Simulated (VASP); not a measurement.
Set up this calculation in VASP 6.6.1, as the native input.

| Item | Value |
| --- | --- |
| Task | single point |
| Functional | LDA |
| Potentials or basis | VASP PAW LDA potentials, release 64 (La, O, F) |
| Cutoff | 600 eV |
| k mesh | 6 × 6 × 4 |
| Occupations | gaussian, width 0.01 eV |
| Spin | no spin polarisation |
| Dipole correction | no |
| Further INCAR settings | ALGO = Normal; EDIFF = 1e-06; NBANDS = 33 |

The structure of LaOF lies in POSCAR:

```
LaOF
1.0
    4.0910000000      0.0000000000      0.0000000000
    0.0000000000      4.0910000000      0.0000000000
    0.0000000000      0.0000000000      5.8520000000
La O F
2 2 2
Direct
    1.0000000000      0.5000000000      0.7780000000
    0.5000000000      0.0000000000      0.2220000000
    1.0000000000      0.0000000000      0.5000000000
    0.5000000000      0.5000000000      0.5000000000
    1.0000000000      0.0000000000      0.0000000000
    0.5000000000      0.5000000000      0.0000000000
```

The input as run:

INCAR

```
  ALGO = Normal
  EDIFF = 1E-6
  ENCUT = 600
  GGA_COMPAT = False
  ISIF = 2
  ISMEAR = 0
  LASPH = True
  LCHARG = False
  LMAXMIX = 6
  LREAL = False
  LWAVE = False
  NBANDS = 33
  NELM = 200
  PREC = Accurate
  SIGMA = 0.01
```

KPOINTS

```
k-points
0
Gamma
  6 6 4
```

Potentials or basis: VASP PAW LDA potentials, release 64 (La, O, F).

Run with:

```console
$ cat potpaw_LDA.64/La/POTCAR potpaw_LDA.64/O/POTCAR potpaw_LDA.64/F/POTCAR > POTCAR
$ mpirun -np 1 vasp_std > vasp.out
```

Results of the run:

```json
{"Pressure": "-8.7 GPa", "Largest force": "7.893 eV/Å", "Band gap on the k mesh": "1.72 eV (least direct gap 1.73 eV)"}
```

Caveat: the cell stands under tension; spin-orbit coupling is left out, which moves the levels of the heavy elements; forces of over 1 eV/Å act on the atoms, so gaps and moduli don't describe the material at rest.

Wall time 4.1 min on 1 thread of Intel(R) Xeon(R) Platinum 8375C CPU @ 2.90GHz (Ice Lake), on a shared host, peak memory 0.27 GiB.
